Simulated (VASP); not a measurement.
Crystal: Sb.

```
Sb
1.0
     3.07338    0.00000    0.00000
     0.00000    3.07338    0.00000
     0.00000    0.00000    3.07338
Sb
1
Direct
  0.00000 0.00000 0.00000
```

This isn't the form of Sb at room conditions, which is rhombohedral.

| Item | Value |
| --- | --- |
| Program | VASP 6.6.1 |
| Task | relaxation of cell and atoms |
| Functional | RPBE |
| Dispersion | D3(BJ) |
| Potentials or basis | VASP PAW PBE potentials, release 64 (Sb) |
| Cutoff | 600 eV |
| k mesh | 6 × 6 × 6 |
| Occupations | gaussian, width 0.05 eV |
| Spin | non-collinear spin, typed start |
| Starting moments | [[-0.103, 0.324, -0.279]] μB |

At the start: pressure -14.9 GPa; volume 29.03 Å³/atom.

How do energy, volume and symmetry change on relaxing?

Over 7 steps the energy falls by 321.5 meV/atom and the volume is 23.44 Å³/atom (-19.3 %); space group Pm-3m (No. 221, to 0.1 Å) before and after; moment 0.00 μB per cell.

Step by step:
| step | energy change (eV) | largest force (eV/Å) | pressure (GPa) | volume (Å³) |
| --- | --- | --- | --- | --- |
| 1 | 0.0000 | 0.0000 | -14.94 | 29.03 |
| 2 | 0.0750 | 0.0000 | 35.56 | 19.08 |
| 3 | -0.3212 | 0.0000 | -0.61 | 23.57 |
| 4 | -0.3215 | 0.0000 | -0.12 | 23.47 |
| 5 | -0.3214 | 0.0000 | 0.39 | 23.37 |
| 6 | -0.3213 | 0.0000 | -0.47 | 23.54 |
| 7 | -0.3215 | 0.0000 | 0.02 | 23.44 |

Final structure:
```yaml
crystal:
  lattice:
    - [2.86195, 0.00000, 0.00000]
    - [0.00000, 2.86195, 0.00000]
    - [0.00000, 0.00000, 2.86195]
  atoms:
    - { symbol: Sb, position: [0.00000, 0.00000, 0.00000] }
```

Caveat: the volume moved by over 15 % at a fixed basis, so the end points are rough; the PAW data sets were made with another functional, which shifts forces and pressure a little.
